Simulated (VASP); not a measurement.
Set up this calculation in VASP 6.6.1, as the native input.

* Task: single point
* Functional: PBE
* Potentials or basis: VASP PAW PBE potentials, release 64 (Cu, F)
* Cutoff: 520 eV
* k mesh: 9 × 9 × 7
* Occupations: methfessel-paxton, width 0.05 eV
* Spin: no spin polarisation
* Dipole correction: no
* Further INCAR settings: ALGO = Normal; EDIFF = 1e-06; NBANDS = 16

The structure of CuF lies in POSCAR:

```
CuF
1.0
    2.4710065500      0.0000000000      0.0000000000
    0.0000000000      2.4710065500      0.0000000000
    0.0000000000      0.0000000000      3.4165013900
Cu F
1 1
Direct
    0.0000000000      0.0000000000      0.0000000000
    0.5000000000      0.5000000000      0.5000000000
```

One way to write it, as run:

INCAR

```
PREC = Accurate ; ENCUT = 520
EDIFF = 1E-6 ; ISMEAR = 1
SIGMA = 0.05 ; LREAL = F
LASPH = T ; NELM = 100
ALGO = Normal ; ISIF = 2
LWAVE = F ; LCHARG = T
GGA = PE ; LELF = T
LVHAR = T ; NBANDS = 16
```

KPOINTS

```
Automatic mesh
0
Gamma
  9 9 7
```

Potentials or basis: VASP PAW PBE potentials, release 64 (Cu, F).

Command:

```console
$ cat potpaw_PBE.64/Cu/POTCAR potpaw_PBE.64/F/POTCAR > POTCAR
$ mpirun -np 1 vasp_std > vasp.out
```

It gave:

- Pressure: 4.4 GPa
- Band gap on the k mesh: zero (band 9 reaches 4.39 eV, above the bottom of band 10 at 4.02 eV)

Caveat: semilocal functionals often make such compounds metallic where correlation or magnetic order opens a gap, which also shifts bond lengths.

It took 34 s on 1 thread of Intel Xeon 8259CL, on a shared host, peak memory 0.14 GiB.
